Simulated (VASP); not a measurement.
Set up this calculation in VASP 6.6.1, as the native input.

| Item | Value |
| --- | --- |
| Task | single point |
| Functional | PBE |
| Dispersion | D3(BJ) |
| Potentials or basis | VASP PAW PBE potentials, release 64 (C, W_sv) |
| Cutoff | 520 eV |
| k mesh | 4 × 3 × 1 |
| Occupations | gaussian, width 0.1 eV |
| Spin | no spin polarisation |
| Dipole correction | yes |
| Further INCAR settings | LREAL = Auto; ALGO = Normal; EDIFF = 1e-07; NBANDS = 126 |

The structure of WC lies in POSCAR:

```
WC
1.0
    5.6653313024      0.0000000000      0.0000000000
    0.0000000000      5.8038113753      0.0000000000
    0.0000000000      0.0000000000     25.7542561048
C W
12 12
Direct
    0.2500000000      0.0000000000      0.3106282693
    0.2500000000      0.5000000000      0.3106282693
    0.7500000000      0.0000000000      0.3106282693
    0.7500000000      0.5000000000      0.3106282693
    0.2500000000      0.7500000000      0.4082091908
    0.2500000000      0.2500000000      0.4082091908
    0.7500000000      0.7500000000      0.4082091908
    0.7500000000      0.2500000000      0.4082091908
    0.2500170498      0.4993719355      0.5068289231
    0.2499439621      0.0006366802      0.5069092006
    0.7499353988      0.4993593791      0.5068684218
    0.7500317421      0.0006184541      0.5069264150
    0.0000000000      0.7500000000      0.3431552432
    0.0000000000      0.2500000000      0.3431552432
    0.5000000000      0.7500000000      0.3431552432
    0.5000000000      0.2500000000      0.3431552432
   -0.0000050916      0.4998121749      0.4411166939
   -0.0000076081      0.0002167947      0.4411441234
    0.4999933942      0.4997565667      0.4411498788
    0.5000036083      0.0002331520      0.4411726667
    0.0000276975      0.2502663019      0.5373278123
    0.0000531956      0.7498071628      0.5371283814
    0.4999703579      0.2500233598      0.5376592615
    0.4998861470      0.7498763151      0.5367536913
```

These files were run (other wordings do the same):

INCAR

```
SYSTEM = WC
ALGO     = Normal         ! electronic algorithm
DIPOL    = 0.5 0.5 0.425
EDIFF    = 1E-7           ! SCF threshold, eV
ENCUT    = 520            ! plane-wave cutoff, eV
GGA      = PE             ! functional
IDIPOL   = 3            
ISIF     = 2              ! what is computed and relaxed
ISMEAR   = 0              ! smearing method
IVDW     = 12             ! dispersion correction
LASPH    = .True.         ! aspherical terms in the spheres
LCHARG   = .False.        ! write CHGCAR
LDIPOL   = .True.       
LREAL    = Auto         
LWAVE    = .False.        ! write WAVECAR
NBANDS   = 126            ! bands
NELM     = 80             ! most SCF steps
PREC     = Accurate       ! precision mode
SIGMA    = 0.1            ! smearing width, eV
```

KPOINTS

```
k-points
0
Gamma
  4 3 1
  0 0 0
```

Potentials or basis: VASP PAW PBE potentials, release 64 (C, W_sv).

Launch:

```sh
$ cat potpaw_PBE.64/C/POTCAR potpaw_PBE.64/W_sv/POTCAR > POTCAR
$ mpirun -np 1 vasp_std > vasp.out
```

Results of the run:

* Largest force: 2.553 eV/Å
* Band gap on the k mesh: zero (bands 108 and 109 overlap by 0.68 eV)
* Dispersion energy per atom: -0.320 eV

Caveat: the k points lie up to 0.36 Å⁻¹ apart, too coarse for converged energies and pressures of a metal; spin-orbit coupling is left out, which moves the levels of the heavy elements.

It took 36 min on 1 thread of Intel(R) Xeon(R) 6975P-C (Granite Rapids), with other jobs on the host, peak memory 0.99 GiB.
